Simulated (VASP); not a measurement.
A run of VASP 6.6.1 is set up as follows.

Contents of INCAR:

```
SYSTEM = NaCl
  PREC = Accurate
  ENCUT = 500
  EDIFF = 1E-6
  ISMEAR = 0
  SIGMA = 0.01
  LREAL = .FALSE.
  LASPH = .TRUE.
  NELM = 120
  ALGO = Normal
  ISIF = 2
  LWAVE = .FALSE.
  LCHARG = .FALSE.
  GGA = PE
  NBANDS = 14
  GGA_COMPAT = .FALSE.
```

Contents of KPOINTS:

```
Automatic mesh
0
G
  2 2 2
  0 0 0
```

POSCAR

```
NaCl
1.0
    0.0000000000      2.5302711800      2.5302711800
    2.5302711800      0.0000000000      2.5302711800
    2.5302711800      2.5302711800      0.0000000000
Na Cl
1 1
Direct
    0.0000000000      0.0000000000      0.0000000000
    0.5000000000      0.5000000000      0.5000000000
```

Potentials or basis: VASP PAW PBE potentials, release 64 (Na_pv, Cl).

Command:

```console
$ cat potpaw_PBE.64/Na_pv/POTCAR potpaw_PBE.64/Cl/POTCAR > POTCAR
$ mpirun -np 1 vasp_std > vasp.out
```

(1) Estimate the pressure.

(2) Predict the band gap on the k mesh.

Answers

(1) 24.0 GPa.

(2) 6.63 eV.

Caveat: the k points lie up to 1.08 Å⁻¹ apart.
